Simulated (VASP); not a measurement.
Here is a VASP 6.6.1 calculation.

INCAR

```
SYSTEM = O
PREC     = Accurate       ! precision mode
ENCUT    = 520            ! plane-wave cutoff, eV
EDIFF    = 1E-6           ! SCF threshold, eV
ISMEAR   = 1              ! smearing method
SIGMA    = 0.02           ! smearing width, eV
LREAL    = .False.        ! projectors in reciprocal space
LASPH    = .True.         ! aspherical terms in the spheres
NELM     = 150            ! most SCF steps
ALGO     = Normal         ! electronic algorithm
ISIF     = 2              ! what is computed and relaxed
LWAVE    = .False.        ! write WAVECAR
LCHARG   = .False.        ! write CHGCAR
ISPIN    = 2              ! spin polarisation
MAGMOM   = 1 1            ! initial moments
LORBIT   = 11             ! projections on sites
NBANDS   = 17             ! bands
```

Contents of KPOINTS:

```
regular mesh
0
Gamma
  1 1 1
  0 0 0
```

File POSCAR:

```
O
1.0
    9.0000000000      0.0000000000      0.0000000000
    0.0000000000      9.5000000000      0.0000000000
    0.0000000000      0.0000000000     10.0000000000
O
2
Direct
    0.5000000000      0.5000000000      0.4400239325
    0.5000000000      0.5000000000      0.5599760675
```

Potentials or basis: VASP PAW LDA potentials, release 64 (O).

Run with:

```bash
$ cat potpaw_LDA.64/O/POTCAR > POTCAR
$ mpirun -np 1 vasp_gam > vasp.out
```

**Question.** What does it give for the net moment?

**Answer.** 2.00 μB per cell.

**Question.** What does it give for the largest force?

**Answer.** 1.812 eV/Å.

Forces in eV/Å, atoms in the order of the input:
```
O    0.000  0.000 -1.812
O    0.000  0.000  1.812
```

Caveat: the standard files for N, O and F lose accuracy on very short bonds.
